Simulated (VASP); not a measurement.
**Mg2NCl: relaxation of cell and atoms with PBEsol**

The system is Mg2NCl.

```
Mg N Cl
1.0
     3.23795    0.00000    0.00000
    -1.61898    2.80415    0.00000
     0.00000    0.00000    5.87961
Mg N Cl
2 1 1
Direct
  0.33333 0.66667 0.23500
  0.66667 0.33333 0.76500
  0.00000 0.00000 0.50000
  0.00000 0.00000 0.00000
```

```json
{
 "Program": "VASP 6.6.1",
 "Task": "relaxation of cell and atoms",
 "Functional": "PBEsol",
 "Potentials or basis": "VASP PAW PBE potentials, release 64 (Mg, N, Cl)",
 "Cutoff": "600 eV",
 "k mesh": "6 × 6 × 4",
 "Occupations": "gaussian, width 0.1 eV",
 "Spin": "no spin polarisation",
 "Dipole correction": "no",
 "Further INCAR settings": "ALGO = Normal; EDIFF = 1e-06; IBRION = 2; EDIFFG = -0.04; NSW = 90; ISIF = 3"
}
```

```json
{"Relaxed volume": "14.45 Å³/atom", "Relaxed cell": "a = 3.259 Å, b = 3.259 Å, c = 6.284 Å, α = 90.00°, β = 90.00°, γ = 120.00°", "Space group after relaxing (to 0.1 Å)": "P-3m1 (No. 164)", "Energy gained by relaxing": "1220.7 meV/atom", "Ionic steps": "11", "Pressure after relaxing": "0.0 GPa", "Largest force after relaxing": "0.006 eV/Å", "Band gap on the k mesh": "1.64 eV"}
```

Forces in eV/Å, atoms in the order of the input:
```
Mg   0.000  0.000 -0.006
Mg   0.000  0.000  0.006
N    0.000  0.000  0.000
Cl   0.000  0.000  0.000
```

Step by step:
| step | energy change (eV) | largest force (eV/Å) | pressure (GPa) | volume (Å³) |
| --- | --- | --- | --- | --- |
| 1 | 0.0000 | 6.7443 | 10.88 | 53.39 |
| 2 | -3.6073 | 3.5914 | -5.20 | 60.66 |
| 3 | -4.1704 | 1.5198 | -8.43 | 64.30 |
| 4 | -4.1919 | 1.1108 | -8.74 | 65.04 |
| 5 | -4.7963 | 1.1143 | 1.38 | 57.87 |
| 6 | -4.8056 | 0.8240 | -0.18 | 58.59 |
| 7 | -4.8803 | 0.0555 | -0.69 | 58.29 |
| 8 | -4.8814 | 0.0409 | -0.65 | 58.32 |
| 9 | -4.8828 | 0.0409 | 0.09 | 57.78 |
| 10 | -4.8828 | 0.0409 | 0.08 | 57.78 |
| 11 | -4.8829 | 0.0056 | 0.01 | 57.79 |

Final structure:
```
Mg N Cl
1.0
     3.25884    0.00000    0.00000
    -1.62942    2.82224    0.00000
     0.00000    0.00000    6.28350
Mg N Cl
2 1 1
Cartesian
  0.0000 1.8815 2.1067
  1.6294 0.9407 4.1768
  1.6294 2.8222 3.1418
  3.2588 0.0000 6.2835
```

Levels at points of the mesh, in eV from the valence-band top:
| k point | band 6 | band 7 | band 8 | band 9 | band 10 | band 11 |
| --- | --- | --- | --- | --- | --- | --- |
| (0.00, 0.00, 0.00) | -1.11 | 0.00 | 0.00 | 1.64 | 6.47 | 6.73 |
| (0.50, 0.00, 0.00) | -2.64 | -0.78 | -0.27 | 2.05 | 4.21 | 7.20 |
| (0.00, 0.00, 0.50) | -1.72 | -0.04 | -0.04 | 3.76 | 4.17 | 8.34 |
| (0.50, 0.00, 0.50) | -2.61 | -1.45 | -0.84 | 3.72 | 4.16 | 5.23 |

It took 4.9 min on 1 thread of Oxide Virtual Turin-like Processor, with other jobs on the host, peak memory 0.18 GiB.

Caveat: the PAW data sets were made with another functional, which shifts forces and pressure a little. A k mesh can miss the band edges.
